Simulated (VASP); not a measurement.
## ZnS: single point with PBEsol

**The experiment to reproduce.**

From “Electronic, vibrational, and thermodynamic properties of ZnS (zincblende and rocksalt structure)”, 2009, arxiv:0911.5022, for a bulk crystal of ZnS at 19 K: band gap 3.85 eV (direct).

The system is ZnS.

```xyz
2
Lattice="0.0000 2.6779 2.6779 2.6779 0.0000 2.6779 2.6779 2.6779 0.0000" Properties=species:S:1:pos:R:3 pbc="T T T"
Zn    4.0168    4.0168    4.0168
S     0.0000    0.0000    0.0000
```

```yaml
Program: VASP 6.6.1
Task: single point
Functional: PBEsol
Potentials_or_basis: VASP PAW PBE potentials, release 64 (Zn, S)
Cutoff: 520 eV
k_mesh: 9 × 9 × 9
Occupations: fermi-dirac, width 0.05 eV
Spin: no spin polarisation
Dipole_correction: no
Further_INCAR_settings: ALGO = Normal; EDIFF = 1e-06; NBANDS = 16
```

```
Pressure               : 0.2 GPa
Band gap on the k mesh : 2.09 eV
```

Levels at points of the mesh, in eV from the valence-band top:
```
           k point  band 6  band 7  band 8  band 9  band 10  band 11  band 12  band 13
(0.00, 0.00, 0.00)   -5.95    0.00    0.00    0.00     2.09     6.29     6.29     6.29
```

It took 18 s on 1 thread of Intel Xeon 8259CL, with other jobs on the host, peak memory 0.16 GiB.

A measured gap of ZnS is 3.85 eV (direct; 19 K; quoted in “Electronic, vibrational, and thermodynamic properties of ZnS (zincblende and rocksalt structure)”, 2009, arxiv:0911.5022); the calculated 2.09 eV misses it by -1.76 eV. The value is that of PBEsol, without temperature or zero-point motion. Semilocal functionals fall short of measured gaps as a rule.

Caveat: the PAW data sets were made with another functional, which shifts forces and pressure a little.
